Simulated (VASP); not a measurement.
# Pd (Fm-3m) in VASP: settings compared

Pd is run at these levels: PBEsol+D3(BJ), revPBE, HSE06; tasks: relaxation of cell and atoms, single point.

Program: VASP 6.6.1. These are calculated values, not measurements. Logs are shortened: lines on timing, memory, paths and dates and some standing lists are left out, and cuts for length are marked.

## (1) The cell of the first run

It takes space group Fm-3m (No. 225, cubic). Conventional cell: a = 3.893 Å, b = 3.893 Å, c = 3.893 Å, α = 90.00°, β = 90.00°, γ = 90.00°. Within 3.6 Å of Pd (site symmetry m-3m) lie 12 Pd at 2.75 Å.

## (2) Relaxation of cell and atoms, PBEsol+D3(BJ)

INCAR

```
  PREC = Accurate
  ENCUT = 600
  EDIFF = 1E-6
  ISMEAR = -1
  SIGMA = 0.05
  LREAL = False
  LASPH = True
  NELM = 60
  ALGO = Normal
  ISIF = 3
  LWAVE = False
  LCHARG = False
  GGA = PS
  IVDW = 12
  IBRION = 2
  NSW = 80
  EDIFFG = -0.01
```

KPOINTS

```
regular mesh
0
Gamma
  12 12 12
```

POSCAR

```
Pd
1.0
    0.0000000000      1.9465000000      1.9465000000
    1.9465000000      0.0000000000      1.9465000000
    1.9465000000      1.9465000000      0.0000000000
Pd
1
Direct
    0.0000000000      0.0000000000      0.0000000000
```

Potentials or basis: VASP PAW PBE potentials, release 64 (Pd).

Started as:

```bash
cat potpaw_PBE.64/Pd/POTCAR > POTCAR
mpirun -np 1 vasp_std > vasp.out
```

OUTCAR:

```text
PREC = Accurate
   ENCUT = 600
   EDIFF = 1E-6
   ISMEAR = -1
   LREAL = False
   LASPH = True
   NELM = 60
   ISIF = 3
   GGA = PS
   IVDW = 12
   IBRION = 2
   NSW = 80
   EDIFFG = -0.01
 IVDW          = 12

 ion  position               nearest neighbor table
   1  0.000  0.000  0.000-

  LATTYP: Found a face centered cubic cell.
 ALAT       =     3.8930000000

  Lattice vectors:

 A1 = (   0.0000000000,   1.9465000000,   1.9465000000)
 A2 = (   1.9465000000,   0.0000000000,   1.9465000000)
 A3 = (   1.9465000000,   1.9465000000,   0.0000000000)

Analysis of symmetry for initial positions (statically):
[... 33 lines left out ...]
                                     Primitive cell

  volume of cell :      14.7500

  direct lattice vectors                    reciprocal lattice vectors
     0.000000000  1.946500000  1.946500000    -0.256871307  0.256871307  0.256871307
     1.946500000  0.000000000  1.946500000     0.256871307 -0.256871307  0.256871307
     1.946500000  1.946500000  0.000000000     0.256871307  0.256871307 -0.256871307

  length of vectors
     2.752766699  2.752766699  2.752766699     0.444914156  0.444914156  0.444914156

  position of ions in fractional coordinates (direct lattice)
     0.000000000  0.000000000  0.000000000

  ion indices of the primitive-cell ions
   primitive index   ion index
                 1           1

----------------------------------------------------------------------------------------

 KPOINTS: regular mesh

Automatic generation of k-mesh.
 Grid dimensions read from file:
 generate k-points for:   12   12   12

 Generating k-lattice:

  Cartesian coordinates                     Fractional coordinates (reciprocal lattice)
    -0.021405942  0.021405942  0.021405942     0.083333333  0.000000000  0.000000000
     0.021405942 -0.021405942  0.021405942     0.000000000  0.083333333  0.000000000
     0.021405942  0.021405942 -0.021405942     0.000000000  0.000000000  0.083333333

  Length of vectors
     0.037076180  0.037076180  0.037076180

  Shift w.r.t. Gamma in fractional coordinates (k-lattice)
     0.000000000  0.000000000  0.000000000

 Subroutine IBZKPT returns following result:
 ===========================================

 Found     72 irreducible k-points:

 Following reciprocal coordinates:
            Coordinates               Weight
  0.000000  0.000000  0.000000      1.000000
  0.083333  0.000000  0.000000      8.000000
  0.166667  0.000000  0.000000      8.000000
  0.250000  0.000000  0.000000      8.000000
  0.333333  0.000000  0.000000      8.000000
  0.416667  0.000000  0.000000      8.000000
[... 16 lines left out ...]
  0.500000  0.166667  0.000000     24.000000
 -0.416667  0.166667  0.000000     24.000000
 [... further k-points ...]
   k-points           NKPTS =     72   k-points in BZ     NKDIM =     72   number of bands    NBANDS=      9
   number of dos      NEDOS =    301   number of ions     NIONS =      1
   total plane-waves  NPLWV =  13824
   dimension x,y,z NGX =    24 NGY =   24 NGZ =   24
   dimension x,y,z NGXF=    48 NGYF=   48 NGZF=   48
   ions per type =               1
   NGX,Y,Z   is equivalent  to a cutoff of  14.49, 14.49, 14.49 a.u.
   NGXF,Y,Z  is equivalent  to a cutoff of  28.99, 28.99, 28.99 a.u.
 SYSTEM =  unknown system
   PREC   = accura    normal or accurate (medium, high low for compatibility)
   ISTART =      0    job   : 0-new  1-cont  2-samecut
   ICHARG =      2    charge: 1-file 2-atom 10-const
   ISPIN  =      1    spin polarized calculation?
   LNONCOLLINEAR =      F non collinear calculations
   LSORBIT =      F    spin-orbit coupling
   LASPH  =      T    aspherical Exc in radial PAW
   ENCUT  =  600.0 eV  44.10 Ry    6.64 a.u.   5.50  5.50  5.50*2*pi/ulx,y,z
   NELM   =     60;   NELMIN=  2; NELMDL= -5     # of ELM steps
   EDIFF  = 0.1E-05   stopping-criterion for ELM
   LREAL  =      F    real-space projection
   EDIFFG = -.1E-01   stopping-criterion for IOM
   NSW    =     80    number of steps for IOM
   IBRION =      2    ionic relax: 0-MD 1-quasi-New 2-CG
   NFREE  =      1    steps in history (QN), initial steepest desc. (CG)
   ISIF   =      3    stress and relaxation
   ISYM   =      2    0-nonsym 1-usesym 2-fastsym
   POTIM  = 0.5000    time-step for ionic-motion
   TEBEG  =    0.0;   TEEND  =   0.0 temperature during run
   PSTRESS=    0.0 pullay stress
   NELECT =      10.0000    total number of electrons
   NUPDOWN=      -1.0000    fix difference up-down
   EMIN   =  10.00;   EMAX   =-10.00  energy-range for DOS
   EFERMI =   0.00;   METHOD = LEGACY
   ISMEAR =    -1;   SIGMA  =   0.05  broadening in eV -4-tet -1-fermi 0-gaus
   EFERMI_NEDOS =   21; number of points for ismear=-14 and -15
   IALGO  =     38    algorithm
   IMIX   =      4    mixing-type and parameters
     AMIX     =   0.40;   BMIX     =  1.00
     AMIX_MAG =   1.60;   BMIX_MAG =  1.00
  volume/ion in A,a.u.               =      14.75        99.54
  Fermi-wavevector in a.u.,A,eV,Ry     =   1.438171  2.717748 28.141404  2.068335
  Thomas-Fermi vector in A             =   2.557167
   LORBIT       =      0    0 simple, 1 ext, 2 COOP (PROOUT), +10 PAW based schemes
   GGA     = PS    functional components
   LHFCALC =     F    Hartree Fock is set to
   AEXX    =    0.0000 exact exchange contribution
   IVDW    =    12    specifies the selected vdW correction
   LEPSILON=     F    determine dielectric tensor
   LRPA    =     F    only Hartree local field effects (RPA)
 conjugate gradient relaxation of ions
 non-spin polarized calculation
  energy-cutoff  :      600.00
  volume of cell :       14.75
 maximum number of plane-waves:       531
 NGX is ok and might be reduce to    24
   NGX = 11   NGY = 11   NGZ = 11

--------------------------------------- Ionic step        1  -------------------------------------------

 number of electron      10.0000000 magnetization

 number of electron       9.9999999 magnetization

 Free energy of the ion-electron system (eV)
  ---------------------------------------------------
  ext. energy  EPLUGINS =         0.00000000
  ---------------------------------------------------
  free energy    TOTEN  =        -5.97336457 eV

  energy without entropy =       -5.95374809  energy(sigma->0) =       -5.96355633

 E-fermi :   9.5878     XC(G=0): -13.3825

 val. band max:        9.5859107813   @ k =   0.5000   0.0000   0.0000
 cond. band min:       9.5879427966   @ k =   0.5000   0.4167   0.0833
 fundamental gap:      0.0020320152
 Fermi energy:         9.5878402702

 k-point     1 :       0.0000    0.0000    0.0000
  band No.  band energies     occupation
      1       2.3805      2.00000
      2       6.7517      2.00000
      3       6.7517      2.00000
      4       6.7517      2.00000
      5       8.3845      2.00000
      6       8.3845      2.00000
      7      26.7476      0.00000
      8      31.5186      0.00000
      9      31.5186      0.00000
[... 390 lines left out ...]
  energy  without entropy=       -6.6009977226  energy(sigma->0) =       -6.61010851

--------------------------------------- Ionic step        4  -------------------------------------------

 number of electron      10.0000002 magnetization

 Free energy of the ion-electron system (eV)
  ---------------------------------------------------
  ext. energy  EPLUGINS =         0.00000000
  ---------------------------------------------------
  free energy    TOTEN  =        -5.96515849 eV

  energy without entropy =       -5.94696621  energy(sigma->0) =       -5.95606235

 E-fermi :  10.4605     XC(G=0): -13.6957

 val. band max:       10.4572747592   @ k =   0.4167   0.2500   0.0000
 cond. band min:      10.4620377987   @ k =   0.5000   0.0000   0.0000
 fundamental gap:      0.0047630396
 Fermi energy:        10.4604769324

 k-point     1 :       0.0000    0.0000    0.0000
  band No.  band energies     occupation
      1       2.8534      2.00000
      2       7.3846      2.00000
      3       7.3846      2.00000
      4       7.3846      2.00000
      5       9.1558      2.00000
      6       9.1558      2.00000
      7      27.6280      0.00000
      8      32.6883      0.00000
      9      32.6883      0.00000
[... 308 lines left out ...]
  FREE ENERGIE OF THE ION-ELECTRON SYSTEM (eV)
  ---------------------------------------------------
  free  energy   TOTEN  =        -6.6192354779 eV

  energy  without entropy=       -6.6010431990  energy(sigma->0) =       -6.61013934

 reached required accuracy - stopping structural energy minimisation
```

CONTCAR:

```text
Pd
   1.00000000000000
    -0.0000000000000000    1.9143347128559274    1.9143347128559274
     1.9143347128559274   -0.0000000000000000    1.9143347128559274
     1.9143347128559274    1.9143347128559274    0.0000000000000000
  Pd
     1
Direct
     0.0000000000000000    0.0000000000000000    1.0000000000000000

  0.00000000E+00  0.00000000E+00  0.00000000E+00
```

Run time: 21 s. Hardware: 1 thread of Intel Xeon Platinum 8488C (Sapphire Rapids), shared host; peak memory 0.16 GiB.

Results:

```yaml
Free_energy: -6.6192 eV
Relaxed_volume: 14.03 Å³/atom
Relaxed_cell: a = 2.707 Å, b = 2.707 Å, c = 2.707 Å, α = 60.00°, β = 60.00°, γ = 60.00°
Space_group_after_relaxing_to_0.05_Å: Fm-3m (No. 225)
Energy_gained_by_relaxing: 24.1 meV/atom
Ionic_steps: 4
Pressure_after_relaxing: 0.0 GPa
Band_gap_on_the_k_mesh: zero (band 5 reaches 10.80 eV, above the bottom of band 6 at 9.08 eV)
Dispersion_energy_per_atom: -0.654 eV
```

The path:
| step | energy change (eV) | largest force (eV/Å) | pressure (GPa) | volume (Å³) |
| --- | --- | --- | --- | --- |
| 1 | 0.0000 | 0.0000 | -10.11 | 14.75 |
| 2 | 0.0623 | 0.0000 | 25.83 | 12.85 |
| 3 | -0.0241 | 0.0000 | -0.30 | 14.05 |
| 4 | -0.0241 | 0.0000 | -0.05 | 14.03 |

Final structure:
```yaml
crystal:
  lattice:
    - [0.00000, 1.91433, 1.91433]
    - [1.91433, 0.00000, 1.91433]
    - [1.91433, 1.91433, 0.00000]
  atoms:
    - { symbol: Pd, position: [0.00000, 0.00000, 0.00000] }
```

Caveat: the PAW data sets were made with another functional, which shifts forces and pressure a little; pairwise dispersion overbinds metals, which lowers pressure and volume.

(Continued in part 2 of 3.)
